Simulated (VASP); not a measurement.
The system is InGaPb3.

```
In Ga Pb
1.0
     3.63641    2.09948    3.07735
    -3.63641    2.09948    3.07735
     0.00000   -4.19897    3.07735
In Ga Pb
1 1 3
Direct
  0.53943 0.53943 0.53943
  0.01000 0.01000 0.01000
  0.50693 0.99874 0.50693
  0.50693 0.50693 0.99874
  0.99874 0.50693 0.50693
```

- Program: VASP 6.6.1
- Task: relaxation of cell and atoms
- Functional: PBE
- Potentials or basis: VASP PAW PBE potentials, release 64 (In_d, Ga_d, Pb_d)
- Cutoff: 600 eV
- k mesh: 3 × 3 × 3
- Occupations: gaussian, width 0.1 eV
- Spin: no spin polarisation

At the start: pressure 20.0 GPa; volume 28.19 Å³/atom.

How do energy, volume and symmetry change on relaxing?

Over 40 steps the energy falls by 1015.0 meV/atom and the volume is 38.20 Å³/atom (+35.5 %); space group R3m (No. 160, to 0.05 Å).

The path:
```tsv
step	energy change (eV)	largest force (eV/Å)	pressure (GPa)	volume (Å³)
1	0.0000	6.7320	20.04	140.97
2	-3.0599	2.1163	-0.43	225.79
3	-3.4425	1.3156	2.21	186.93
4	-3.4419	1.6415	1.30	194.81
5	-3.4496	1.5320	1.62	191.85
6	-3.6089	0.6195	-0.05	203.95
7	-3.6170	0.4040	-0.44	207.79
8	-3.6424	0.2887	-0.27	205.31
9	-3.6898	0.5182	0.22	198.63
10	-3.6307	1.4513	1.80	185.40
11	-3.6968	0.6978	0.47	195.74
12	-3.7086	0.7306	0.51	195.21
13	-3.7460	0.8294	0.60	193.59
14	-3.8211	1.0148	0.89	190.29
15	-3.8984	1.3346	2.08	183.41
16	-3.9265	1.3618	2.12	183.30
17	-3.9950	1.4456	2.33	182.90
18	-4.0369	1.6120	3.07	181.86
19	-4.1099	1.4018	2.58	184.54
20	-4.2557	0.8549	1.37	192.73
21	-4.2879	0.6172	-0.15	209.78
22	-4.3092	0.4490	0.26	203.78
23	-4.3098	0.4219	0.34	202.82
24	-4.3222	0.3541	0.17	203.64
25	-4.3479	0.4303	-0.27	206.13
26	-4.3552	0.5609	-1.03	211.14
27	-4.3587	0.5198	-0.78	209.41
28	-4.3697	0.5345	-0.81	209.20
29	-4.4054	0.5703	-0.84	208.56
30	-4.4865	0.6099	-0.92	207.20
31	-4.6665	0.5947	-1.00	204.24
32	-4.9930	0.2739	-0.72	197.32
33	-4.1611	1.8327	4.26	180.03
34	-5.0243	0.3686	-0.45	195.50
35	-5.0501	0.3491	-0.01	192.77
36	-5.0466	0.1546	0.32	191.02
37	-5.0617	0.1922	0.09	191.93
38	-5.0731	0.0380	-0.17	193.04
39	-5.0735	0.0293	-0.21	193.28
40	-5.0748	0.0390	0.08	191.01
```

Final structure:
```cif
data_structure
_symmetry_space_group_name_H-M 'P 1'
_symmetry_Int_Tables_number 1
_cell_length_a 6.2298
_cell_length_b 6.2298
_cell_length_c 6.2298
_cell_angle_alpha 65.385
_cell_angle_beta 65.385
_cell_angle_gamma 65.385
_cell_volume 191.01
loop_
_atom_site_label
_atom_site_type_symbol
_atom_site_fract_x
_atom_site_fract_y
_atom_site_fract_z
_atom_site_occupancy
In1 In 0.51013 0.51013 0.51013 1
Ga1 Ga 0.02374 0.02374 0.02374 1
Pb1 Pb 0.50952 0.00912 0.50952 1
Pb2 Pb 0.50952 0.50952 0.00912 1
Pb3 Pb 0.00912 0.50952 0.50952 1
```

Caveat: the k points lie up to 0.39 Å⁻¹ apart in the final cell; the volume moved by over 15 % at a fixed basis, so the end points are rough; spin-orbit coupling is left out, which moves the levels of the heavy elements.
